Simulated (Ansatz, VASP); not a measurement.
## Two plane-wave programs on H

INCAR

```
SYSTEM = H
ALGO = Normal ; EDIFF = 1E-7
EDIFFG = -0.02 ; ENCUT = 600
GGA = PE ; IBRION = 2
ISIF = 3 ; ISMEAR = 0
IVDW = 12 ; LASPH = .True.
LCHARG = .False. ; LREAL = .False.
LWAVE = .False. ; NELM = 100
NSW = 90 ; PREC = Accurate
SIGMA = 0.02
```

File KPOINTS:

```
k-points
0
Gamma
  6 6 4
  0 0 0
```

Contents of POSCAR:

```
H
1.0
    2.3784155789     -2.2540820768      0.0000000000
    2.3784155789      2.2540820768      0.0000000000
    0.0000000000      0.0000000000      4.5123637547
H
4
Direct
    0.9400013801      0.0599986199      0.0577145415
    0.4400013801      0.5599986199      0.4422854585
    0.5599986199      0.4400013801      0.5577145415
    0.0599986199      0.9400013801      0.9422854585
```

Input for Ansatz:

```yaml
crystal:
  lattice:
    - [2.3784155789, -2.2540820768, 0.0]
    - [2.3784155789, 2.2540820768, 0.0]
    - [0.0, 0.0, 4.5123637547]
  atoms:
    - { symbol: H, position: [0.9400013801, 0.0599986199, 0.0577145415] }
    - { symbol: H, position: [0.4400013801, 0.5599986199, 0.4422854585] }
    - { symbol: H, position: [0.5599986199, 0.4400013801, 0.5577145415] }
    - { symbol: H, position: [0.0599986199, 0.9400013801, 0.9422854585] }
basis:
  ecutwfc: 420
kpoints:
  mp_grid: { grid: [6, 6, 4] }
hamiltonian:
  xc: pbe
  dispersion: d3bj
scf:
  occupations: { method: gaussian, width: 0.02 }
output:
  forces: true
  stress: true
  eigenvalues: true
relax:
  adjacent_minimum: "off"
  f_tol: 0.02
  max_steps: 70
  cell: { stress_tol: 0.03 }
```

Alike in both runs: task relaxation of cell and atoms; functional PBE; dispersion D3(BJ); k mesh 6 × 6 × 4; occupations gaussian, width 0.02 eV; no spin polarisation.

|  | VASP | Ansatz |
| --- | --- | --- |
| version | VASP 6.6.1 | Ansatz 0.2.0 |
| potentials or method | VASP PAW PBE potentials, release 64 (H), cutoff 600 eV | scalar-relativistic, plane waves, PAW |
| valence electrons in the cell | 4 | 4 |

|  | VASP | Ansatz | Ansatz less VASP |
| --- | --- | --- | --- |
| gap on the k mesh at the Fermi level, each at its own relaxed structure (eV) | 9.24 | 9.24 | 0.000 |
| relaxed volume (Å³/atom) | 12.10 | 12.10 | 0.000 |
| relaxed cell length with the largest relative difference (Å) | 4.512 | 4.512 | 0.0000 |

Noted on VASP's run: the relaxation stopped at its first step, so nothing moved.
